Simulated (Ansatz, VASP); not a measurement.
**Be2Tl in VASP and in Ansatz**

```
Be Tl
1.0
    -2.17636    2.17636    4.98659
     2.17636   -2.17636    4.98659
     2.17636    2.17636   -4.98659
Be Tl
4 2
Direct
  0.67510 0.17510 0.85020
  0.17510 0.32490 0.50000
  0.32490 0.82490 0.14980
  0.82490 0.67510 0.50000
  0.25000 0.25000 0.00000
  0.75000 0.75000 0.00000
```

Alike in both runs: functional PBE; k mesh 4 × 4 × 4; occupations gaussian, width 0.1 eV; no spin polarisation.

Ansatz relaxed the structure, and its values are those at the end. VASP's run is a single point on that final structure, the one shown.

```csv
,VASP,Ansatz
version,VASP 6.6.1,Ansatz 0.2.0
potentials or method,"VASP PAW PBE potentials, release 64 (Be, Tl_d), cutoff 520 eV","scalar-relativistic, plane waves, PAW"
valence electrons in the cell,34,34
```

```tsv
	VASP	Ansatz	Ansatz less VASP
gap on the k mesh at the Fermi level (eV)	none	none	-
pressure (GPa)	0.1	0.1	-0.01
```

A gap of «none» marks a metal or a gap that the smearing closes.

The k mesh is coarse, so the values compare programs but aren't converged. Spin-orbit coupling is off throughout.
